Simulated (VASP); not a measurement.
# LiCl (P6_3mc) in VASP: notebook

LiCl is run at these levels: PBE; tasks: single point.

All numbers are computed with VASP 6.6.1; they aren't measurements. Logs are shortened: lines on timing, memory, paths and dates and some standing lists are left out, and cuts for length are marked.

**1. The cell of the first run**

Symmetry: P6_3mc, No. 186, hexagonal system. Conventional cell: a = 3.667 Å, b = 3.667 Å, c = 6.511 Å, α = 90.00°, β = 90.00°, γ = 120.00°. Li (site symmetry 3m) has 4 Cl at 2.31 to 2.33 Å within 3.1 Å. Within 3.1 Å of Cl (site symmetry 3m) lie 4 Li at 2.31 to 2.33 Å.

**2. Single point, PBE (strained and its atoms moved)**

The input, INCAR:

```
SYSTEM = LiCl
ALGO = Normal
EDIFF = 1E-7
ENCUT = 520
GGA = PE
ISIF = 2
ISMEAR = 0
LASPH = .TRUE.
LCHARG = .TRUE.
LELF = .TRUE.
LREAL = .FALSE.
LVHAR = .TRUE.
LWAVE = .FALSE.
NBANDS = 18
NELM = 100
PREC = Accurate
SIGMA = 0.02
```

The input, KPOINTS:

```
k-points
0
G
  9 9 4
  0 0 0
```

The input, POSCAR:

```
LiCl
1.0
    3.6667034566      0.0000000000      0.0000000000
   -1.8333517284      3.1754583416      0.0000000000
    0.0000000000      0.0000000000      6.5111314394
Li Cl
2 2
Direct
    0.6666666700      0.3333333300      0.8665788247
    0.3333333300      0.6666666700      0.3665788247
    0.6666666700      0.3333333300      0.5084221753
    0.3333333300      0.6666666700      1.0084221753
```

Potentials or basis: VASP PAW PBE potentials, release 64 (Li_sv, Cl).

Command:

```bash
cat potpaw_PBE.64/Li_sv/POTCAR potpaw_PBE.64/Cl/POTCAR > POTCAR
mpirun -np 1 vasp_std > vasp.out
```

OUTCAR:

```text
SYSTEM = LiCl
   EDIFF = 1E-7
   ENCUT = 520
   GGA = PE
   ISIF = 2
   ISMEAR = 0
   LASPH = .TRUE.
   LREAL = .FALSE.
   NELM = 100
   PREC = Accurate

 ion  position               nearest neighbor table
   1  0.667  0.333  0.867-   4 2.31   4 2.31   4 2.31   3 2.33
   2  0.333  0.667  0.367-   3 2.31   3 2.31   3 2.31   4 2.33
   3  0.667  0.333  0.508-   2 2.31   2 2.31   2 2.31   1 2.33
   4  0.333  0.667  0.008-   1 2.31   1 2.31   1 2.31   2 2.33

  LATTYP: Found a hexagonal cell.
 ALAT       =     3.6667034566
 C/A-ratio  =     1.7757453027

  Lattice vectors:

 A1 = (   3.6667034566,   0.0000000000,   0.0000000000)
 A2 = (  -1.8333517284,   3.1754583416,   0.0000000000)
 A3 = (   0.0000000000,   0.0000000000,   6.5111314394)

Analysis of symmetry for initial positions (statically):
=====================================================================
 Subroutine PRICEL returns:
 Original cell was already a primitive cell.

 Routine SETGRP: Setting up the symmetry group for a
 hexagonal supercell.

 Subroutine GETGRP returns: Found 12 space group operations
 (whereof  6 operations were pure point group operations)
 out of a pool of 24 trial point group operations.

The static configuration has the point symmetry C_3v.
 The point group associated with its full space group is C_6v.

Analysis of symmetry for dynamics (positions and initial velocities):
=====================================================================
 Subroutine PRICEL returns:
 Original cell was already a primitive cell.

 Routine SETGRP: Setting up the symmetry group for a
 hexagonal supercell.

 Subroutine GETGRP returns: Found 12 space group operations
 (whereof  6 operations were pure point group operations)
 out of a pool of 24 trial point group operations.

The dynamic configuration has the point symmetry C_3v.
 The point group associated with its full space group is C_6v.

 Subroutine INISYM returns: Found 12 space group operations
 (whereof  6 operations are pure point group operations),
 and found     1 'primitive' translations

----------------------------------------------------------------------------------------

                                     Primitive cell

  volume of cell :      75.8121

  direct lattice vectors                    reciprocal lattice vectors
     3.666703457  0.000000000  0.000000000     0.272724536  0.157457584  0.000000000
    -1.833351728  3.175458342  0.000000000     0.000000000  0.314915169  0.000000000
     0.000000000  0.000000000  6.511131439     0.000000000  0.000000000  0.153583138

  length of vectors
     3.666703457  3.666703457  6.511131439     0.314915169  0.314915169  0.153583138

  position of ions in fractional coordinates (direct lattice)
     0.666666670  0.333333330  0.866578825
     0.333333330  0.666666670  0.366578825
     0.666666670  0.333333330  0.508422175
     0.333333330  0.666666670  0.008422175

  ion indices of the primitive-cell ions
   primitive index   ion index
                 1           1
                 2           2
                 3           3
                 4           4

----------------------------------------------------------------------------------------

 KPOINTS: k-points

Automatic generation of k-mesh.
 Grid dimensions read from file:
 generate k-points for:    9    9    4

 Generating k-lattice:

  Cartesian coordinates                     Fractional coordinates (reciprocal lattice)
     0.030302726  0.017495287  0.000000000     0.111111111  0.000000000  0.000000000
     0.000000000  0.034990574  0.000000000     0.000000000  0.111111111  0.000000000
     0.000000000  0.000000000  0.038395785     0.000000000  0.000000000  0.250000000

  Length of vectors
     0.034990574  0.034990574  0.038395785

  Shift w.r.t. Gamma in fractional coordinates (k-lattice)
     0.000000000  0.000000000  0.000000000

 Subroutine IBZKPT returns following result:
 ===========================================

 Found     36 irreducible k-points:

 Following reciprocal coordinates:
            Coordinates               Weight
  0.000000  0.000000  0.000000      1.000000
  0.111111 -0.000000  0.000000      6.000000
  0.222222 -0.000000  0.000000      6.000000
  0.333333 -0.000000  0.000000      6.000000
  0.444444 -0.000000  0.000000      6.000000
  0.111111  0.111111  0.000000      6.000000
[... 16 lines left out ...]
  0.333333  0.222222  0.250000     24.000000
  0.333333  0.333333  0.250000      4.000000
 [... further k-points ...]
   k-points           NKPTS =     36   k-points in BZ     NKDIM =     36   number of bands    NBANDS=     18
   number of dos      NEDOS =    301   number of ions     NIONS =      4
   total plane-waves  NPLWV =  37632
   dimension x,y,z NGX =    28 NGY =   28 NGZ =   48
   dimension x,y,z NGXF=    56 NGYF=   56 NGZF=   96
   ions per type =               2   2
   NGX,Y,Z   is equivalent  to a cutoff of  12.70, 12.70, 12.26 a.u.
   NGXF,Y,Z  is equivalent  to a cutoff of  25.39, 25.39, 24.51 a.u.
 SYSTEM =  LiCl
   PREC   = accura    normal or accurate (medium, high low for compatibility)
   ISTART =      0    job   : 0-new  1-cont  2-samecut
   ICHARG =      2    charge: 1-file 2-atom 10-const
   ISPIN  =      1    spin polarized calculation?
   LNONCOLLINEAR =      F non collinear calculations
   LSORBIT =      F    spin-orbit coupling
   LASPH  =      T    aspherical Exc in radial PAW
   ENCUT  =  520.0 eV  38.22 Ry    6.18 a.u.   6.82  6.82 12.11*2*pi/ulx,y,z
   NELM   =    100;   NELMIN=  2; NELMDL= -5     # of ELM steps
   EDIFF  = 0.1E-06   stopping-criterion for ELM
   LREAL  =      F    real-space projection
   EDIFFG = 0.1E-05   stopping-criterion for IOM
   NSW    =      0    number of steps for IOM
   IBRION =     -1    ionic relax: 0-MD 1-quasi-New 2-CG
   NFREE  =      0    steps in history (QN), initial steepest desc. (CG)
   ISIF   =      2    stress and relaxation
   ISYM   =      2    0-nonsym 1-usesym 2-fastsym
   POTIM  = 0.5000    time-step for ionic-motion
   TEBEG  =    0.0;   TEEND  =   0.0 temperature during run
   PSTRESS=    0.0 pullay stress
   NELECT =      20.0000    total number of electrons
   NUPDOWN=      -1.0000    fix difference up-down
   EMIN   =  10.00;   EMAX   =-10.00  energy-range for DOS
   EFERMI =   0.00;   METHOD = LEGACY
   ISMEAR =     0;   SIGMA  =   0.02  broadening in eV -4-tet -1-fermi 0-gaus
   EFERMI_NEDOS =   21; number of points for ismear=-14 and -15
   IALGO  =     38    algorithm
   IMIX   =      4    mixing-type and parameters
     AMIX     =   0.40;   BMIX     =  1.00
     AMIX_MAG =   1.60;   BMIX_MAG =  1.00
  volume/ion in A,a.u.               =      18.95       127.90
  Fermi-wavevector in a.u.,A,eV,Ry     =   1.049958  1.984133 14.999224  1.102412
  Thomas-Fermi vector in A             =   2.184942
   LORBIT       =      0    0 simple, 1 ext, 2 COOP (PROOUT), +10 PAW based schemes
   GGA     = PE    functional components
   LHFCALC =     F    Hartree Fock is set to
   AEXX    =    0.0000 exact exchange contribution
   IVDW    =     0    specifies the selected vdW correction
   LEPSILON=     F    determine dielectric tensor
   LRPA    =     F    only Hartree local field effects (RPA)
 non-spin polarized calculation
 Gauss-broadening in eV      SIGMA  =   0.02
  energy-cutoff  :      520.00
  volume of cell :       75.81
 maximum number of plane-waves:      2061
 NGX is ok and might be reduce to    28
   NGX = 13   NGY = 13   NGZ = 25

 number of electron      19.9999999 magnetization

 Free energy of the ion-electron system (eV)
  ---------------------------------------------------
  ext. energy  EPLUGINS =         0.00000000
  ---------------------------------------------------
  free energy    TOTEN  =       -14.75723213 eV

  energy without entropy =      -14.75723213  energy(sigma->0) =      -14.75723213

 E-fermi :  -0.2744     XC(G=0):  -8.0301

 val. band max:       -0.5053961921   @ k =   0.0000   0.0000   0.0000
 cond. band min:       5.5953319318   @ k =   0.0000   0.0000   0.0000
 fundamental gap:      6.1007281239
 Fermi energy:        -0.2743953769

 k-point     1 :       0.0000    0.0000    0.0000
  band No.  band energies     occupation
      1     -43.3931      2.00000
      2     -43.3915      2.00000
      3     -13.5871      2.00000
      4     -13.3278      2.00000
      5      -2.9544      2.00000
      6      -0.9525      2.00000
[... 10 lines left out ...]
     17      10.8149      0.00000
     18      10.8149      0.00000

 k-point     2 :       0.1111   -0.0000    0.0000
  band No.  band energies     occupation
      1     -43.3928      2.00000
      2     -43.3913      2.00000
      3     -13.5466      2.00000
      4     -13.2994      2.00000
      5      -2.8821      2.00000
      6      -1.0352      2.00000
[... 10 lines left out ...]
     17      10.9342      0.00000
     18      11.0956      0.00000

 k-point     3 :       0.2222   -0.0000    0.0000
  band No.  band energies     occupation
      1     -43.3922      2.00000
      2     -43.3908      2.00000
      3     -13.4388      2.00000
      4     -13.2278      2.00000
      5      -2.6861      2.00000
      6      -1.6717      2.00000
[... 10 lines left out ...]
     17      10.9147      0.00000
     18      11.4173      0.00000

 k-point     4 :       0.3333   -0.0000    0.0000
  band No.  band energies     occupation
      1     -43.3913      2.00000
      2     -43.3904      2.00000
      3     -13.3032      2.00000
      4     -13.1502      2.00000
      5      -2.5560      2.00000
      6      -2.1664      2.00000
[... 10 lines left out ...]
     17      11.5634      0.00000
     18      12.1805      0.00000

 k-point     5 :       0.4444   -0.0000    0.0000
  band No.  band energies     occupation
      1     -43.3907      2.00000
      2     -43.3901      2.00000
      3     -13.1995      2.00000
      4     -13.1089      2.00000
      5      -2.8283      2.00000
      6      -2.3602      2.00000
[... 10 lines left out ...]
     17      11.4591      0.00000
     18      13.5230      0.00000

 k-point     6 :       0.1111    0.1111    0.0000
  band No.  band energies     occupation
      1     -43.3923      2.00000
      2     -43.3909      2.00000
      3     -13.4723      2.00000
      4     -13.2493      2.00000
      5      -2.7461      2.00000
      6      -1.3906      2.00000
[... 10 lines left out ...]
     17      10.9129      0.00000
     18      10.9336      0.00000

 k-point     7 :       0.2222    0.1111    0.0000
  band No.  band energies     occupation
      1     -43.3916      2.00000
      2     -43.3905      2.00000
      3     -13.3499      2.00000
      4     -13.1743      2.00000
      5      -2.5268      2.00000
      6      -2.0155      2.00000
[... 10 lines left out ...]
     17      10.8352      0.00000
     18      11.4668      0.00000

 k-point     8 :       0.3333    0.1111    0.0000
  band No.  band energies     occupation
      1     -43.3909      2.00000
      2     -43.3901      2.00000
      3     -13.2274      2.00000
      4     -13.1156      2.00000
      5      -2.6472      2.00000
      6      -2.2402      2.00000
[... 10 lines left out ...]
     17      11.5805      0.00000
     18      12.1823      0.00000
[... 229 lines left out ...]
     17      11.1605      0.00000
     18      11.4811      0.00000

 k-point    20 :       0.3333    0.1111    0.2500
  band No.  band energies     occupation
      1     -43.3907      2.00000
      2     -43.3902      2.00000
      3     -13.2116      2.00000
      4     -13.1325      2.00000
      5      -2.6429      2.00000
      6      -2.3649      2.00000
[... 10 lines left out ...]
     17      11.6095      0.00000
     18      12.3137      0.00000

 k-point    21 :       0.4444    0.1111    0.2500
  band No.  band energies     occupation
      1     -43.3905      2.00000
      2     -43.3901      2.00000
      3     -13.1594      2.00000
      4     -13.1105      2.00000
      5      -2.8052      2.00000
      6      -2.4887      2.00000
[... 10 lines left out ...]
     17      11.7331      0.00000
     18      12.6601      0.00000

 k-point    22 :       0.2222    0.2222    0.2500
  band No.  band energies     occupation
      1     -43.3908      2.00000
      2     -43.3903      2.00000
      3     -13.2216      2.00000
      4     -13.1364      2.00000
      5      -2.4003      2.00000
      6      -2.3873      2.00000
[... 10 lines left out ...]
     17      11.4031      0.00000
     18      11.6700      0.00000

 k-point    23 :       0.3333    0.2222    0.2500
  band No.  band energies     occupation
      1     -43.3903      2.00000
      2     -43.3901      2.00000
      3     -13.1430      2.00000
      4     -13.1016      2.00000
      5      -2.6125      2.00000
      6      -2.3528      2.00000
[... 10 lines left out ...]
     17      11.7194      0.00000
     18      12.3443      0.00000

 k-point    24 :       0.3333    0.3333    0.2500
  band No.  band energies     occupation
      1     -43.3901      2.00000
      2     -43.3901      2.00000
      3     -13.1024      2.00000
      4     -13.1024      2.00000
      5      -2.5035      2.00000
      6      -2.1762      2.00000
[... 10 lines left out ...]
     17      12.0626      0.00000
     18      12.6009      0.00000

 [... further k-points ...]

------------------------ aborting loop because EDIFF is reached ----------------------------------------

  FORCE on cell =-STRESS in cart. coord.  units (eV):
  Direction    XX          YY          ZZ          XY          YZ          ZX
  --------------------------------------------------------------------------------------
  -------------------------------------------------------------------------------------
  Total        1.7893876      1.7893876      0.5088417     -0.0000000      0.0000000      0.0000000
  in kB       37.8160660     37.8160661     10.7536170     -0.0000000      0.0000000      0.0000000
  external PRESSURE =      28.7952497 kB  Pullay stress =       0.0000000 kB

 VOLUME and BASIS-vectors are now :
 -----------------------------------------------------------------------------
  energy-cutoff  :      520.00
  volume of cell :       75.81
      direct lattice vectors                 reciprocal lattice vectors
     3.666703457  0.000000000  0.000000000     0.272724536  0.157457584  0.000000000
    -1.833351728  3.175458342  0.000000000     0.000000000  0.314915169  0.000000000
     0.000000000  0.000000000  6.511131439     0.000000000  0.000000000  0.153583138

 POSITION                                       TOTAL-FORCE (eV/Angst)
 -----------------------------------------------------------------------------------
      1.83335      1.05849      5.64241        -0.000000     -0.000000      0.015920
     -0.00000      2.11697      2.38684        -0.000000      0.000000      0.015920
      1.83335      1.05849      3.31040        -0.000000     -0.000000     -0.015920
     -0.00000      2.11697      0.05484         0.000000      0.000000     -0.015920
 -----------------------------------------------------------------------------------
    total drift:                                0.000005     -0.000002      0.001547

  FREE ENERGIE OF THE ION-ELECTRON SYSTEM (eV)
  ---------------------------------------------------
  free  energy   TOTEN  =       -14.7572321311 eV

  energy  without entropy=      -14.7572321311  energy(sigma->0) =      -14.75723213
```

It took 40 s on 1 thread of Intel Xeon Platinum 8488C (Sapphire Rapids), shared host; peak memory 0.19 GiB.

Results:

- Free energy: -14.7572 eV
- Largest force: 0.016 eV/Å
- Band gap on the k mesh: 6.10 eV, direct

Forces on the atoms (eV/Å):
```
Li   0.000  0.000  0.016
Li   0.000  0.000  0.016
Cl   0.000  0.000 -0.016
Cl   0.000  0.000 -0.016
```

Levels at points of the mesh, in eV from the valence-band top:
```
           k point  band 8  band 9  band 10  band 11  band 12  band 13
(0.00, 0.00, 0.00)   -0.26    0.00     0.00     6.10     8.45     9.64
(0.00, 0.00, 0.50)   -0.13   -0.13    -0.13     7.46     7.46    10.01
```

Caveat: the cell differs from its parent crystal (strained and its atoms moved); the cutoff is under 1.25 times the usual one of these potentials, so pressure, stress and relaxed cells hold a basis-set (Pulay) error. A k mesh can miss the band edges.

[end of part 1 of 2]
